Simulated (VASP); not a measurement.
Here is a VASP 6.6.1 calculation.

POSCAR

```
In
1.0
   -1.6035014962      1.6035014962      2.4402675233
    1.6035014962     -1.6035014962      2.4402675233
    1.6035014962      1.6035014962     -2.4402675233
In
1
Direct
    0.0000000000      0.0000000000      0.0000000000
```

INCAR.step1

```
SYSTEM = In
PREC = Accurate ; ENCUT = 520
EDIFF = 1E-5 ; ISMEAR = -1
SIGMA = 0.05 ; LREAL = .FALSE.
LASPH = .TRUE. ; NELM = 80
ALGO = Normal ; ISIF = 2
LWAVE = .TRUE. ; NBANDS = 12
GGA = PE
```

File INCAR.step2:

```
SYSTEM = In
PREC = Accurate ; ENCUT = 520
EDIFF = 1E-7 ; ISMEAR = -1
SIGMA = 0.05 ; LREAL = .FALSE.
LASPH = .TRUE. ; NELM = 80
ALGO = Normal ; ISIF = 2
LWAVE = .FALSE. ; LCHARG = .TRUE.
GGA = PE ; LHFCALC = .TRUE.
AEXX = 0.25 ; PRECFOCK = Normal
LELF = .TRUE. ; LVHAR = .TRUE.
NBANDS = 12 ; ISTART = 1
```

File KPOINTS:

```
regular mesh
0
G
  6 6 6
  0 0 0
```

Potentials or basis: VASP PAW PBE potentials, release 64 (In_d).

Command:

```bash
$ cat potpaw_PBE.64/In_d/POTCAR > POTCAR
$ cp INCAR.step1 INCAR
$ mpirun -np 1 vasp_std > vasp.out
$ cp INCAR.step2 INCAR
$ mpirun -np 1 vasp_std > vasp.out
```

Problem. Estimate the pressure.

Solution. 1.4 GPa.

Problem. Predict the band gap on the k mesh.

Solution. Zero (an odd number of electrons rules out a gap without spin polarisation).

Stress tensor (GPa, compression positive):
```
 3.10  0.00  0.00
 0.00  3.10  0.00
 0.00  0.00 -1.90
```

Caveat: the k points lie up to 0.39 Å⁻¹ apart, too coarse for converged energies and pressures of a metal; the PAW data sets were made with another functional, which shifts forces and pressure a little; spin-orbit coupling is left out, which moves the levels of the heavy elements.
